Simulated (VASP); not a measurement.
A run of VASP 6.6.1:

File INCAR:

```
  ALGO = Normal
  EDIFF = 1E-6
  ENCUT = 520
  GGA = PE
  ISIF = 2
  ISMEAR = 0
  LASPH = T
  LCHARG = F
  LREAL = F
  LWAVE = F
  NBANDS = 24
  NELM = 100
  PREC = Accurate
  SIGMA = 0.1
```

The input KPOINTS:

```
k-points
0
Gamma
  4 4 4
```

File POSCAR:

```
YRe3
1.0
    4.0857824598      0.0000000000      0.0000000000
    0.0000000000      4.0857824598      0.0000000000
    0.0000000000      0.0000000000      4.0857824598
Y Re
1 3
Direct
    0.0000000000      0.0000000000      0.0000000000
    0.0000000000      0.5000000000      0.5000000000
    0.5000000000      0.0000000000      0.5000000000
    0.5000000000      0.5000000000      0.0000000000
```

Potentials or basis: VASP PAW PBE potentials, release 64 (Y_sv, Re).

Run with:

```sh
$ cat potpaw_PBE.64/Y_sv/POTCAR potpaw_PBE.64/Re/POTCAR > POTCAR
$ mpirun -np 1 vasp_std > vasp.out
```

Hardware: 1 thread of Intel(R) Xeon(R) 6975P-C (Granite Rapids) (shared host).

How long does it take, and how much memory?

Wall time 13 s on 1 thread of Intel(R) Xeon(R) 6975P-C (Granite Rapids), with other jobs on the host, peak memory 0.18 GiB. Counts: scf iterations 14, k points 10.
